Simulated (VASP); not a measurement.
# P in VASP: notebook, part 3 of 3

VASP 6.6.1. Earlier steps stand in the parts before.

**5. Single point, PBEsol (strain -0.025 along x and y, +0.025 along z)**

INCAR reads:

```
PREC     = Accurate       # precision mode
ENCUT    = 520            # plane-wave cutoff, eV
EDIFF    = 1E-7           # SCF threshold, eV
ISMEAR   = 0              # smearing method
SIGMA    = 0.05           # smearing width, eV
LREAL    = False          # projectors in reciprocal space
LASPH    = True           # aspherical terms in the spheres
NELM     = 100            # most SCF steps
ALGO     = Normal         # electronic algorithm
ISIF     = 2              # what is computed and relaxed
LWAVE    = False          # write WAVECAR
LCHARG   = False          # write CHGCAR
GGA      = PS             # functional
NBANDS   = 18             # bands
```

KPOINTS reads:

```
regular mesh
0
Gamma
  8 1 6
```

POSCAR reads:

```
P
1.0
    3.2016345270      0.0000000000      0.0000000000
    0.0000000000     33.9856052152      0.0000000000
    0.0000000000      0.0000000000      4.7478868277
P
4
Direct
    0.0000000000      0.9702614300      0.5921507200
    0.0000000000      0.0297385700      0.4078492800
    0.5000000000      0.0297385700      0.0921507200
    0.5000000000      0.9702614300      0.9078492800
```

Potentials or basis: VASP PAW PBE potentials, release 64 (P).

Command:

```bash
cat potpaw_PBE.64/P/POTCAR > POTCAR
mpirun -np 1 vasp_std > vasp.out
```

OUTCAR:

```text
PREC = Accurate
   ENCUT = 520
   EDIFF = 1E-7
   ISMEAR = 0
   LREAL = False
   LASPH = True
   NELM = 100
   ISIF = 2
   GGA = PS

 ion  position               nearest neighbor table
   1  0.000  0.970  0.592-   4 2.19   4 2.19   2 2.20
   2  0.000  0.030  0.408-   3 2.19   3 2.19   1 2.20
   3  0.500  0.030  0.092-   2 2.19   2 2.19   4 2.20
   4  0.500  0.970  0.908-   1 2.19   1 2.19   3 2.20

  LATTYP: Found a simple orthorhombic cell.
 ALAT       =     3.2016345270
 B/A-ratio  =     1.4829571544
 C/A-ratio  =    10.6150795566

  Lattice vectors:

 A1 = (  -3.2016345270,   0.0000000000,   0.0000000000)
 A2 = (   0.0000000000,   0.0000000000,   4.7478868277)
 A3 = (   0.0000000000,  33.9856052152,   0.0000000000)

Analysis of symmetry for initial positions (statically):
=====================================================================
 Subroutine PRICEL returns:
 Original cell was already a primitive cell.

 Routine SETGRP: Setting up the symmetry group for a
 simple orthorhombic supercell.

 Subroutine GETGRP returns: Found  8 space group operations
 (whereof  4 operations were pure point group operations)
 out of a pool of  8 trial point group operations.

The static configuration has the point symmetry C_2h.
 The point group associated with its full space group is D_2h.

Analysis of symmetry for dynamics (positions and initial velocities):
=====================================================================
 Subroutine PRICEL returns:
 Original cell was already a primitive cell.

 Routine SETGRP: Setting up the symmetry group for a
 simple orthorhombic supercell.

 Subroutine GETGRP returns: Found  8 space group operations
 (whereof  4 operations were pure point group operations)
 out of a pool of  8 trial point group operations.

The dynamic configuration has the point symmetry C_2h.
 The point group associated with its full space group is D_2h.

 Subroutine INISYM returns: Found  8 space group operations
 (whereof  4 operations are pure point group operations),
 and found     1 'primitive' translations

----------------------------------------------------------------------------------------

                                     Primitive cell

  volume of cell :     516.6151

  direct lattice vectors                    reciprocal lattice vectors
     3.201634527  0.000000000  0.000000000     0.312340460  0.000000000  0.000000000
     0.000000000 33.985605215  0.000000000     0.000000000  0.029424222  0.000000000
     0.000000000  0.000000000  4.747886828     0.000000000  0.000000000  0.210620016

  length of vectors
     3.201634527 33.985605215  4.747886828     0.312340460  0.029424222  0.210620016

  position of ions in fractional coordinates (direct lattice)
     0.000000000  0.970261430  0.592150720
     0.000000000  0.029738570  0.407849280
     0.500000000  0.029738570  0.092150720
     0.500000000  0.970261430  0.907849280

  ion indices of the primitive-cell ions
   primitive index   ion index
                 1           1
                 2           2
                 3           3
                 4           4

[... 24 lines left out ...]
 Found     20 irreducible k-points:

 Following reciprocal coordinates:
            Coordinates               Weight
  0.000000  0.000000  0.000000      1.000000
  0.125000  0.000000  0.000000      2.000000
  0.250000  0.000000  0.000000      2.000000
  0.375000  0.000000  0.000000      2.000000
  0.500000  0.000000  0.000000      1.000000
  0.000000  0.000000  0.166667      2.000000
[... 12 lines left out ...]
  0.375000  0.000000  0.500000      2.000000
  0.500000  0.000000  0.500000      1.000000
   k-points           NKPTS =     20   k-points in BZ     NKDIM =     20   number of bands    NBANDS=     18
   number of dos      NEDOS =    301   number of ions     NIONS =      4
   total plane-waves  NPLWV = 221184
   dimension x,y,z NGX =    24 NGY =  256 NGZ =   36
   dimension x,y,z NGXF=    48 NGYF=  512 NGZF=   72
   ions per type =               4
   NGX,Y,Z   is equivalent  to a cutoff of  12.46, 12.52, 12.61 a.u.
   NGXF,Y,Z  is equivalent  to a cutoff of  24.92, 25.05, 25.21 a.u.
 SYSTEM =  unknown system
   PREC   = accura    normal or accurate (medium, high low for compatibility)
   ISTART =      0    job   : 0-new  1-cont  2-samecut
   ICHARG =      2    charge: 1-file 2-atom 10-const
   ISPIN  =      1    spin polarized calculation?
   LNONCOLLINEAR =      F non collinear calculations
   LSORBIT =      F    spin-orbit coupling
   LASPH  =      T    aspherical Exc in radial PAW
   ENCUT  =  520.0 eV  38.22 Ry    6.18 a.u.   5.95 63.19  8.83*2*pi/ulx,y,z
   NELM   =    100;   NELMIN=  2; NELMDL= -5     # of ELM steps
   EDIFF  = 0.1E-06   stopping-criterion for ELM
   LREAL  =      F    real-space projection
   EDIFFG = 0.1E-05   stopping-criterion for IOM
   NSW    =      0    number of steps for IOM
   IBRION =     -1    ionic relax: 0-MD 1-quasi-New 2-CG
   NFREE  =      0    steps in history (QN), initial steepest desc. (CG)
   ISIF   =      2    stress and relaxation
   ISYM   =      2    0-nonsym 1-usesym 2-fastsym
   POTIM  = 0.5000    time-step for ionic-motion
   TEBEG  =    0.0;   TEEND  =   0.0 temperature during run
   PSTRESS=    0.0 pullay stress
   NELECT =      20.0000    total number of electrons
   NUPDOWN=      -1.0000    fix difference up-down
   EMIN   =  10.00;   EMAX   =-10.00  energy-range for DOS
   EFERMI =   0.00;   METHOD = LEGACY
   ISMEAR =     0;   SIGMA  =   0.05  broadening in eV -4-tet -1-fermi 0-gaus
   EFERMI_NEDOS =   21; number of points for ismear=-14 and -15
   IALGO  =     38    algorithm
   IMIX   =      4    mixing-type and parameters
     AMIX     =   0.40;   BMIX     =  1.00
     AMIX_MAG =   1.60;   BMIX_MAG =  1.00
  volume/ion in A,a.u.               =     129.15       871.57
  Fermi-wavevector in a.u.,A,eV,Ry     =   0.553812  1.046553  4.173014  0.306708
  Thomas-Fermi vector in A             =   1.586847
   LORBIT       =      0    0 simple, 1 ext, 2 COOP (PROOUT), +10 PAW based schemes
   GGA     = PS    functional components
   LHFCALC =     F    Hartree Fock is set to
   AEXX    =    0.0000 exact exchange contribution
   IVDW    =     0    specifies the selected vdW correction
   LEPSILON=     F    determine dielectric tensor
   LRPA    =     F    only Hartree local field effects (RPA)
 non-spin polarized calculation
 Gauss-broadening in eV      SIGMA  =   0.05
  energy-cutoff  :      520.00
  volume of cell :      516.62
 maximum number of plane-waves:     13988
 NGX is ok and might be reduce to    24
   NGX = 11   NGY =127   NGZ = 17

 number of electron      19.9999999 magnetization

 Free energy of the ion-electron system (eV)
  ---------------------------------------------------
  ext. energy  EPLUGINS =         0.00000000
  ---------------------------------------------------
  free energy    TOTEN  =       -22.76565079 eV

  energy without entropy =      -22.76565079  energy(sigma->0) =      -22.76565079

 E-fermi :  -3.2732     XC(G=0):  -1.7884

 val. band max:       -3.5510670432   @ k =   0.1250   0.0000   0.0000
 cond. band min:      -2.4312660975   @ k =   0.5000   0.0000   0.0000
 fundamental gap:      1.1198009457
 Fermi energy:        -3.2732176715

 k-point     1 :       0.0000    0.0000    0.0000
  band No.  band energies     occupation
      1     -18.7639      2.00000
      2     -16.1677      2.00000
      3     -13.1423      2.00000
      4      -9.3776      2.00000
      5      -8.3014      2.00000
      6      -8.2365      2.00000
[... 397 lines left out ...]
      5      -8.6038      2.00000
      6      -8.6038      2.00000
[... 10 lines left out ...]
     17       3.2442      0.00000
     18       3.2442      0.00000

------------------------ aborting loop because EDIFF is reached ----------------------------------------

  FORCE on cell =-STRESS in cart. coord.  units (eV):
  Direction    XX          YY          ZZ          XY          YZ          ZX
  --------------------------------------------------------------------------------------
  -------------------------------------------------------------------------------------
  Total        1.6527212      1.7435076     -0.6934406      0.0000000      0.0000000      0.0000000
  in kB        5.1255806      5.4071361     -2.1505656      0.0000000      0.0000000      0.0000000
  external PRESSURE =       2.7940503 kB  Pullay stress =       0.0000000 kB

 VOLUME and BASIS-vectors are now :
 -----------------------------------------------------------------------------
  energy-cutoff  :      520.00
  volume of cell :      516.62
      direct lattice vectors                 reciprocal lattice vectors
     3.201634527  0.000000000  0.000000000     0.312340460  0.000000000  0.000000000
     0.000000000 33.985605215  0.000000000     0.000000000  0.029424222  0.000000000
     0.000000000  0.000000000  4.747886828     0.000000000  0.000000000  0.210620016

 POSITION                                       TOTAL-FORCE (eV/Angst)
 -----------------------------------------------------------------------------------
      0.00000     32.97492      2.81146        -0.000000     -0.435218      0.098748
      0.00000      1.01068      1.93642        -0.000000      0.435218     -0.098748
      1.60082      1.01068      0.43752        -0.000000      0.435218      0.098748
      1.60082     32.97492      4.31037         0.000000     -0.435218     -0.098748
 -----------------------------------------------------------------------------------
    total drift:                               -0.000000      0.000000     -0.000000

  FREE ENERGIE OF THE ION-ELECTRON SYSTEM (eV)
  ---------------------------------------------------
  free  energy   TOTEN  =       -22.7656507892 eV

  energy  without entropy=      -22.7656507892  energy(sigma->0) =      -22.76565079
```

Wall time 2.9 min (1 thread of Intel Xeon Platinum 8488C (Sapphire Rapids), shared host); peak memory 0.53 GiB.

Results:

| Quantity | Value |
| --- | --- |
| Free energy | -22.7657 eV |
| Largest force | 0.446 eV/Å |
| Band gap on the k mesh | 1.12 eV (least direct gap 1.15 eV) |

Forces on the atoms (eV/Å):
```
P    0.000 -0.435  0.099
P    0.000  0.435 -0.099
P    0.000  0.435  0.099
P    0.000 -0.435 -0.099
```

Caveat: the cell differs from its parent crystal (strain -0.025 along x and y, +0.025 along z); there is no dipole correction, which matters where the two faces differ; the PAW data sets were made with another functional, which shifts forces and pressure a little.

**6. Single point, PBEsol (strain -0.025 along x and y, +0.050 along z)**

INCAR reads:

```
SYSTEM = P
ALGO = Normal
EDIFF = 1E-6
ENCUT = 520
GGA = PS
ISIF = 2
ISMEAR = 0
LASPH = .TRUE.
LCHARG = .FALSE.
LREAL = .FALSE.
LWAVE = .FALSE.
NBANDS = 18
NELM = 100
PREC = Accurate
SIGMA = 0.05
```

KPOINTS reads:

```
k-points
0
G
  8 1 6
  0 0 0
```

Changes to POSCAR since step 5:

```diff
@@ -4,3 +4,3 @@
     0.0000000000     33.9856052152      0.0000000000
-    0.0000000000      0.0000000000      4.7478868277
+    0.0000000000      0.0000000000      4.8636889455
 P
```

Potentials or basis: VASP PAW PBE potentials, release 64 (P).

Command:

```bash
cat potpaw_PBE.64/P/POTCAR > POTCAR
mpirun -np 1 vasp_std > vasp.out
```

It took 2.4 min on 1 thread of Intel Xeon Platinum 8488C (Sapphire Rapids), shared host; peak memory 0.53 GiB.

It converged, with:

| Item | Value |
| --- | --- |
| Free energy | -22.7281 eV |
| Largest force | 0.582 eV/Å |
| Band gap on the k mesh | 1.13 eV (least direct gap 1.29 eV) |

Forces on the atoms (eV/Å):
```
P    0.000 -0.346  0.468
P    0.000  0.346 -0.468
P    0.000  0.346  0.468
P    0.000 -0.346 -0.468
```

Levels at points of the mesh, in eV from the valence-band top:
| k point | band 8 | band 9 | band 10 | band 11 | band 12 | band 13 |
| --- | --- | --- | --- | --- | --- | --- |
| (0.00, 0.00, 0.00) | -1.47 | -0.99 | 0.00 | 1.29 | 2.27 | 3.31 |
| (0.50, 0.00, 0.00) | -2.65 | -1.75 | -1.75 | 1.13 | 1.13 | 2.31 |
| (0.00, 0.00, 0.50) | -1.89 | -1.65 | -1.65 | 2.72 | 2.72 | 3.91 |
| (0.50, 0.00, 0.50) | -4.32 | -0.74 | -0.74 | 2.50 | 2.50 | 3.27 |

Caveat: the cell differs from its parent crystal (strain -0.025 along x and y, +0.050 along z); there is no dipole correction, which matters where the two faces differ; the PAW data sets were made with another functional, which shifts forces and pressure a little.

**7. Single point, PBEsol (strain +0.025 along x and y, -0.050 along z)**

INCAR reads:

```
SYSTEM = P
  ALGO = Normal
  EDIFF = 1E-7
  ENCUT = 520
  GGA = PS
  ISIF = 2
  ISMEAR = 0
  LASPH = .True.
  LCHARG = .False.
  LREAL = .False.
  LWAVE = .False.
  NBANDS = 18
  NELM = 100
  PREC = Accurate
  SIGMA = 0.05
```

KPOINTS reads:

```
k-points
0
Gamma
  8 1 6
  0 0 0
```

POSCAR reads:

```
P
1.0
    3.3658209130      0.0000000000      0.0000000000
    0.0000000000     35.7284567647      0.0000000000
    0.0000000000      0.0000000000      4.4004804745
P
4
Direct
    0.0000000000      0.9702614300      0.5921507200
    0.0000000000      0.0297385700      0.4078492800
    0.5000000000      0.0297385700      0.0921507200
    0.5000000000      0.9702614300      0.9078492800
```

Command:

```bash
cat potpaw_PBE.64/P/POTCAR > POTCAR
mpirun -np 1 vasp_std > vasp.out
```

It took 3.4 min on 1 thread of Intel Xeon Platinum 8488C (Sapphire Rapids), shared host; peak memory 0.65 GiB.

The run converged. Its results:

| Quantity | Value |
| --- | --- |
| Free energy | -22.7359 eV |
| Largest force | 0.972 eV/Å |
| Band gap on the k mesh | 0.53 eV |

Forces on the atoms (eV/Å):
```
P    0.000  0.262 -0.936
P    0.000 -0.262  0.936
P    0.000 -0.262 -0.936
P    0.000  0.262  0.936
```

Levels at points of the mesh, in eV from the valence-band top:
```
           k point  band 8  band 9  band 10  band 11  band 12  band 13
(0.00, 0.00, 0.00)   -2.66   -1.80     0.00     0.53     0.80     1.90
(0.50, 0.00, 0.00)   -2.80   -2.22    -2.22     1.24     1.24     2.14
(0.00, 0.00, 0.50)   -3.16   -1.19    -1.19     1.43     1.43     3.28
(0.50, 0.00, 0.50)   -4.88   -1.41    -1.41     1.94     1.94     4.57
```

Caveat: the cell differs from its parent crystal (strain +0.025 along x and y, -0.050 along z); there is no dipole correction, which matters where the two faces differ; the PAW data sets were made with another functional, which shifts forces and pressure a little.

**8. The runs side by side**

```csv
cell,gap on the mesh (eV),largest force (eV/Å)
"a = 3.284, b = 34.857, c = 4.400 Å, 4 atoms",0.60,1.06
"a = 3.202, b = 33.986, c = 4.632 Å, 4 atoms",0.99,0.60
"a = 3.284, b = 34.857, c = 4.516 Å, 4 atoms",0.75,0.65
"a = 3.202, b = 33.986, c = 4.748 Å, 4 atoms",1.12,0.45
"a = 3.202, b = 33.986, c = 4.864 Å, 4 atoms",1.13,0.58
"a = 3.366, b = 35.728, c = 4.400 Å, 4 atoms",0.53,0.97
```

Alike in all rows: task single point; level PBEsol; potentials or basis VASP PAW PBE potentials, release 64 (P); no spin polarisation; k mesh 8 × 1 × 6; cutoff (eV) 520; smearing gaussian 0.05 eV.

Caveats: there is no dipole correction, which matters where the two faces differ; the PAW data sets were made with another functional, which shifts forces and pressure a little.

Total energies depend on the potentials used, so only differences within one code and one set of settings carry meaning.
